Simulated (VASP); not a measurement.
Set up this calculation in VASP 6.6.1, as the native input.

| Item | Value |
| --- | --- |
| Task | single point |
| Functional | PBE |
| Potentials or basis | VASP PAW PBE potentials, release 64 (Zr_sv, N) |
| Cutoff | 520 eV |
| k mesh | 16 × 16 × 16 |
| Occupations | gaussian, width 0.1 eV |
| Spin | no spin polarisation |
| Dipole correction | no |
| Further INCAR settings | ALGO = Normal; EDIFF = 1e-06; NBANDS = 16 |

The structure of ZrN lies in POSCAR:

```
ZrN
1.0
    0.0000000000      2.2973735942      2.2973735942
    2.2973735942      0.0000000000      2.2973735942
    2.2973735942      2.2973735942      0.0000000000
Zr N
1 1
Direct
    0.5000000000      0.5000000000      0.5000000000
    0.0000000000      0.0000000000      0.0000000000
```

The input as run:

INCAR

```
ALGO = Normal ; EDIFF = 1E-6
ENCUT = 520 ; GGA = PE
ISIF = 2 ; ISMEAR = 0
LASPH = True ; LCHARG = False
LREAL = False ; LWAVE = False
NBANDS = 16 ; NELM = 60
PREC = Accurate ; SIGMA = 0.1
```

KPOINTS

```
k-points
0
Gamma
  16 16 16
```

Potentials or basis: VASP PAW PBE potentials, release 64 (Zr_sv, N).

Command:

```sh
$ cat potpaw_PBE.64/Zr_sv/POTCAR potpaw_PBE.64/N/POTCAR > POTCAR
$ mpirun -np 1 vasp_std > vasp.out
```

Results of the run:

The pressure is 0.2 GPa.

It took 16 s on 1 thread of Intel(R) Xeon(R) 6975P-C (Granite Rapids), with other jobs on the host, peak memory 0.17 GiB.
